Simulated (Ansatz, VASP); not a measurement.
One calculation of LiCoCl3, two programs

```
Li Co Cl
1.0
     4.42200    0.00000    0.00000
     0.00000    4.42200    0.00000
     0.00000    0.00000    6.10574
Li Co Cl
1 1 3
Direct
  0.50000 0.50000 0.56176
  0.00000 0.00000 0.21306
  0.50000 0.50000 0.92930
  0.00000 0.50000 0.37794
  0.50000 0.00000 0.37794
```

Alike in both runs: task relaxation of cell and atoms; functional PBE; k mesh 8 × 8 × 6; occupations gaussian, width 0.01 eV; collinear spin.

|  | VASP | Ansatz |
| --- | --- | --- |
| version | VASP 6.6.1 | Ansatz 0.2.0 |
| potentials or method | VASP PAW PBE potentials, release 64 (Li_sv, Co, Cl), cutoff 750 eV | scalar-relativistic, plane waves, PAW |
| valence electrons in the cell | 33 | 41 |

VASP gave:

```
gap on the k mesh at the Fermi level, each at its own relaxed structure (eV) : 0.24
net moment per atom (μB)                                                     : 0.60
size of the moment on the site where the two differ most (μB)                : 2.52
relaxed volume (Å³/atom)                                                     : 23.92
relaxed length of the cell vector where the two differ most in proportion (Å)              : 6.124
```

**Question.** Which values does Ansatz return?

**Answer.** gap on the k mesh at the Fermi level, each at its own relaxed structure (eV): 0.28; net moment per atom (μB): 0.60; size of the moment on the site where the two differ most (μB): 2.50; relaxed volume (Å³/atom): 23.97; relaxed length of the cell vector where the two differ most in proportion (Å): 6.134.

Site moments also hang on the region over which each program counts them. VASP's potentials hold 33 valence electrons a cell and Ansatz's 41, so a difference there can come from the potentials and not from the codes.
